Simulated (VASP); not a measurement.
ZnS (NiAs type), 4 atoms in the cell. It takes space group P6_3/mmc (No. 194, hexagonal). The conventional cell has a = 3.672 Å, b = 3.672 Å, c = 5.692 Å, α = 90.00°, β = 90.00°, γ = 120.00°. Zn (site symmetry -3m) has 6 S at 2.55 Å and 2 Zn at 2.85 Å within 3.4 Å. Within 3.4 Å of S (site symmetry -6m2) lie 6 Zn at 2.55 Å. 

- Program: VASP 6.6.1
- Task: relaxation of cell and atoms
- Functional: PBE
- Potentials or basis: VASP PAW PBE potentials, release 64 (Zn, S)
- Cutoff: 500 eV
- k mesh: 11 × 11 × 6
- Occupations: fermi-dirac, width 0.05 eV
- Spin: no spin polarisation
- Target pressure: 0.016 GPa
- Dipole correction: no
- Further INCAR settings: ALGO = Normal; EDIFF = 1e-07; IBRION = 2; EDIFFG = -0.005; NSW = 60; ISIF = 3

Potentials or basis: VASP PAW PBE potentials, release 64 (Zn, S).

The run is started by

```console
$ cat potpaw_PBE.64/Zn/POTCAR potpaw_PBE.64/S/POTCAR > POTCAR
$ mpirun -np 1 vasp_std > vasp.out
```

Hardware: 1 thread of Intel(R) Xeon(R) 6975P-C (Granite Rapids) (shared host).

Q: Estimate the wall time of this run.

A: Wall time 2.7 min on 1 thread of Intel(R) Xeon(R) 6975P-C (Granite Rapids), on a shared host, peak memory 0.23 GiB. Counts: scf iterations 60, k points 64, ion steps 7.
